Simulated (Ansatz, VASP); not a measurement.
Bi: VASP beside Ansatz

INCAR

```
SYSTEM = Bi
ALGO = Fast
EDIFF = 1E-6
ENCUT = 520
GGA = PS
ISIF = 2
ISMEAR = 0
IVDW = 12
LASPH = .True.
LCHARG = .False.
LREAL = .False.
LWAVE = .False.
NBANDS = 14
NELM = 80
PREC = Accurate
SIGMA = 0.15
```

KPOINTS

```
k-points
0
Gamma
  16 16 16
  0 0 0
```

POSCAR

```
Bi
1.0
   -1.8052619706      1.9976488167      1.9686945963
    1.8052619706     -1.9976488167      1.9686945963
    1.8052619706      1.9976488167     -1.9686945963
Bi
1
Direct
    0.0000000000      0.0000000000      0.0000000000
```

Input for Ansatz:

```yaml
crystal:
  lattice:
    - [-1.8052619706, 1.9976488167, 1.9686945963]
    - [1.8052619706, -1.9976488167, 1.9686945963]
    - [1.8052619706, 1.9976488167, -1.9686945963]
  atoms:
    - { symbol: Bi, position: [0.0, 0.0, 0.0] }
basis:
  ecutwfc: 420
kpoints:
  mp_grid: { grid: [16, 16, 16] }
hamiltonian:
  xc: pbesol
  pseudopotentials: { kind: paw }
  dispersion: d3bj
scf:
  occupations: { method: gaussian, width: 0.15 }
output:
  forces: true
  stress: true
  eigenvalues: true
```

Change from the starting cell: strain +e along x and -e along y -0.0500, strain +e along z and -e/2 along x and y +0.0233.

Alike in both runs: task single point; functional PBEsol; dispersion D3(BJ); k mesh 16 × 16 × 16; occupations gaussian, width 0.15 eV; no spin polarisation.

```csv
,VASP,Ansatz
version,VASP 6.6.1,Ansatz 0.2.0
potentials or method,"VASP PAW PBE potentials, release 64 (Bi_d), cutoff 520 eV","scalar-relativistic, plane waves, PAW"
valence electrons in the cell,15,15
```

|  | VASP | Ansatz | Ansatz less VASP |
| --- | --- | --- | --- |
| gap on the k mesh at the Fermi level (eV) | none | none | - |
| pressure (GPa) | 0.5 | 0.5 | +0.02 |
| traceless stress, the component that is largest in VASP (GPa) | 0.73 | 0.73 | +0.009 |

VASP's potentials were made for PBE, not for PBEsol. A gap of «none» marks a metal or a gap that the smearing closes.

Neither program's run includes spin-orbit coupling.
